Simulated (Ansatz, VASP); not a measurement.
**BN in VASP and in Ansatz**

```xyz
4
Lattice="2.2146 0.0000 0.0000 -1.1073 2.1550 0.0000 0.0000 0.0000 6.0192" Properties=species:S:1:pos:R:3 pbc="T T T"
B     0.0000    1.3885    1.5048
B     1.1073    0.7665    4.5144
N     0.0000    1.5327    4.5144
N     1.1073    0.6222    1.5048
```

Change from the starting cell: normal strain along x -0.1100, normal strain along z -0.0733.

Alike in both runs: functional LDA; k mesh 12 × 12 × 4; occupations gaussian, width 0.05 eV; no spin polarisation.

Ansatz relaxed the structure, and its values are those at the end. VASP's run is a single point on that final structure, the one shown.

```csv
,VASP,Ansatz
version,VASP 6.6.1,Ansatz 0.2.0
potentials or method,"VASP PAW LDA potentials, release 64 (B, N), cutoff 520 eV","scalar-relativistic, plane waves, PAW"
valence electrons in the cell,16,16
```

```csv
,VASP,Ansatz,Ansatz less VASP
gap on the k mesh at the Fermi level (eV),3.34,3.36,+0.017
least direct gap on the mesh (eV),4.46,4.48,+0.017
pressure (GPa),63.0,62.3,-0.71
rms of the force components (eV/Å),0.007,0.000,-0.0064
```

Ansatz warns that its potentials were made for another functional, while VASP's fit it. LDA's correlation is that of Perdew and Zunger in VASP and of Perdew and Wang (1992) in Ansatz. Both programs put the cell under a high pressure, so it lies far from rest at this level. Ansatz's warnings: stress scf threshold loose.

Noted on VASP's run: the cell as given lies far from equilibrium.
